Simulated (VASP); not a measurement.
**La2O3: single point with PBEsol**

La2O3:

```
La O
1.0
     6.49521    0.00000    0.00000
    -3.24761    5.62502    0.00000
     0.00000    0.00000    3.35442
La O
2 3
Direct
  0.66667 0.33333 0.49810
  0.33333 0.66667 0.50190
  0.50461 0.00000 0.00000
  0.00000 0.50461 0.00000
  0.49539 0.49539 0.00000
```

| Item | Value |
| --- | --- |
| Program | VASP 6.6.1 |
| Task | single point |
| Functional | PBEsol |
| Potentials or basis | VASP PAW PBE potentials, release 64 (La, O) |
| Cutoff | 520 eV |
| k mesh | 5 × 5 × 8 |
| Occupations | fermi-dirac, width 0.05 eV |
| Spin | no spin polarisation |
| Dipole correction | no |
| Further INCAR settings | ALGO = Normal; EDIFF = 1e-06; NBANDS = 28 |

The pressure is -7.7 GPa. The largest force is 0.058 eV/Å. The band gap on the k mesh is 1.80 eV (least direct gap 2.09 eV).

Forces in eV/Å, atoms in the order of the input:
```
La   0.000  0.000 -0.001
La   0.000  0.000  0.001
O   -0.058  0.000  0.000
O    0.029 -0.050  0.000
O    0.029  0.050  0.000
```

Stress tensor (GPa, compression positive):
```
 -6.33   0.00   0.00
  0.00  -6.33   0.00
  0.00   0.00 -10.30
```

Levels at points of the mesh, in eV from the valence-band top:
```tsv
k point	band 16	band 17	band 18	band 19	band 20	band 21	band 22	band 23	band 24	band 25
(0.00, 0.00, 0.00)	-1.48	-0.76	-0.76	-0.36	-0.29	1.80	3.61	4.00	4.00	4.68
(0.00, 0.00, 0.50)	-1.30	-0.79	-0.79	-0.02	0.00	4.25	4.33	4.35	4.38	4.41
```

It took 3.2 min on 1 thread of Intel Xeon 8259CL (shared host), peak memory 0.31 GiB.

Caveat: the cell stands under tension; the PAW data sets were made with another functional, which shifts forces and pressure a little; spin-orbit coupling is left out, which moves the levels of the heavy elements. A k mesh can miss the band edges.
